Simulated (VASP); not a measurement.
A run of VASP 6.6.1 is set up as follows.

INCAR

```
SYSTEM = Ni
PREC = Accurate
ENCUT = 520
EDIFF = 1E-6
ISMEAR = -1
SIGMA = 0.05
LREAL = .False.
LASPH = .True.
NELM = 150
ALGO = Normal
ISIF = 2
LWAVE = .False.
LCHARG = .False.
ISPIN = 2
MAGMOM = 0.672
LORBIT = 11
LMAXMIX = 4
GGA = PE
NBANDS = 15
```

The input KPOINTS:

```
Automatic mesh
0
Gamma
  12 12 12
  0 0 0
```

File POSCAR:

```
Ni
1.0
    0.0000000000      1.7596893266      1.7596893266
    1.7596893266      0.0000000000      1.7596893266
    1.7596893266      1.7596893266      0.0000000000
Ni
1
Direct
    0.0000000000      0.0000000000      0.0000000000
```

Potentials or basis: VASP PAW PBE potentials, release 64 (Ni).

The run is started by

```console
$ cat potpaw_PBE.64/Ni/POTCAR > POTCAR
$ mpirun -np 1 vasp_std > vasp.out
```

(1) What does it give for the site moments?

(2) What does it give for the net moment?

(3) Predict the pressure.

Results:

(1) Ni +0.68 μB.

(2) 0.67 μB per cell.

(3) 0.2 GPa.
